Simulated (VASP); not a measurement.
Set up this calculation in VASP 6.6.1, as the native input.

```
Task                   : single point
Functional             : PBE
Potentials or basis    : VASP PAW PBE potentials, release 64 (La)
Cutoff                 : 520 eV
k mesh                 : 17 × 17 × 17
Occupations            : fermi-dirac, width 0.05 eV
Spin                   : collinear spin
Starting moments       : [0.279] μB
Dipole correction      : no
Further INCAR settings : ALGO = Normal; EDIFF = 1e-06; NBANDS = 16
```

The structure of La lies in POSCAR:

```
La
1.0
   -2.1977691364      2.1977691364      2.1977691364
    2.1977691364     -2.1977691364      2.1977691364
    2.1977691364      2.1977691364     -2.1977691364
La
1
Direct
    0.0000000000      0.0000000000      0.0000000000
```

This isn't the form of La at room conditions, which is double hcp.

The input as run:

INCAR

```
SYSTEM = La
ALGO = Normal
EDIFF = 1E-6
ENCUT = 520
GGA = PE
ISIF = 2
ISMEAR = -1
ISPIN = 2
LASPH = .True.
LCHARG = .False.
LMAXMIX = 6
LORBIT = 11
LREAL = .False.
LWAVE = .False.
MAGMOM = 0.279
NBANDS = 16
NELM = 150
PREC = Accurate
SIGMA = 0.05
```

KPOINTS

```
k-points
0
Gamma
  17 17 17
  0 0 0
```

Potentials or basis: VASP PAW PBE potentials, release 64 (La).

The run is started by

```sh
$ cat potpaw_PBE.64/La/POTCAR > POTCAR
$ mpirun -np 1 vasp_std > vasp.out
```

It gave:

* Pressure: -2.6 GPa
* Net moment: 0.49 μB per cell
* Site moments: La +0.22 μB
* Valence electrons inside the program's atomic spheres: La 8.50

Run time: 2.6 min on 1 thread of Intel(R) Xeon(R) Platinum 8488C (Sapphire Rapids) (shared host), peak memory 0.32 GiB.
